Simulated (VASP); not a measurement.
CdSe: single point with PBE

CdSe:

```xyz
2
Lattice="0.0000 3.0987 3.0987 3.0987 0.0000 3.0987 3.0987 3.0987 0.0000" Properties=species:S:1:pos:R:3 pbc="T T T"
Cd    0.0000    0.0000    0.0000
Se    1.5494    1.5494    1.5494
```

```json
{
  "Program": "VASP 6.6.1",
  "Task": "single point",
  "Functional": "PBE",
  "Potentials or basis": "VASP PAW PBE potentials, release 64 (Cd, Se)",
  "Cutoff": "520 eV",
  "k mesh": "8 × 8 × 8",
  "Occupations": "fermi-dirac, width 0.05 eV",
  "Spin": "no spin polarisation",
  "Dipole correction": "no",
  "Further INCAR settings": "ALGO = Normal; EDIFF = 1e-06; NBANDS = 16"
}
```

The pressure is 0.2 GPa and the band gap on the k mesh is 0.49 eV.

Levels at points of the mesh, in eV from the valence-band top:
```tsv
k point	band 7	band 8	band 9	band 10	band 11	band 12
(0.00, 0.00, 0.00)	0.00	0.00	0.00	0.49	5.93	5.93
(0.50, 0.00, 0.00)	-4.07	-0.67	-0.67	2.32	6.42	6.42
(0.50, 0.50, 0.00)	-3.83	-1.67	-1.67	3.24	3.69	8.86
```

It took 16 s on 1 thread of Intel(R) Xeon(R) Platinum 8488C (Sapphire Rapids), on a shared host, peak memory 0.21 GiB.
